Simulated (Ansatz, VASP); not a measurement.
# One calculation of W, two programs

```
W
1.0
     5.01430    0.00000    0.00000
     0.00000    5.01430    0.00000
     0.00000    0.00000    5.01430
W
8
Direct
  0.00000 0.00000 0.00000
  0.50000 0.50000 0.50000
  0.00000 0.50000 0.25000
  0.00000 0.50000 0.75000
  0.25000 0.00000 0.50000
  0.75000 0.00000 0.50000
  0.50000 0.75000 0.00000
  0.50000 0.25000 0.00000
```

Change from the starting cell: volume scaled by 0.96, ions relaxed.

Alike in both runs: functional PBE; k mesh 9 × 9 × 9; occupations fermi-dirac, width 0.05 eV; no spin polarisation.

Ansatz relaxed the structure, and its values are those at the end. VASP's run is a single point on that final structure, the one shown.

```csv
,VASP,Ansatz
version,VASP 6.6.1,Ansatz 0.2.0
potentials or method,"VASP PAW PBE potentials, release 64 (W_sv)","plane-wave PAW, scalar-relativistic"
plane-wave cutoff (eV),520,420
valence electrons in the cell,112,112
```

```tsv
	VASP	Ansatz	Ansatz less VASP
pressure (GPa)	13.3	12.5	-0.77
```

With one functional, cell and mesh, what is left measures potentials, basis and numerics. Ansatz's warnings: stress scf threshold loose.

Neither program's run includes spin-orbit coupling.
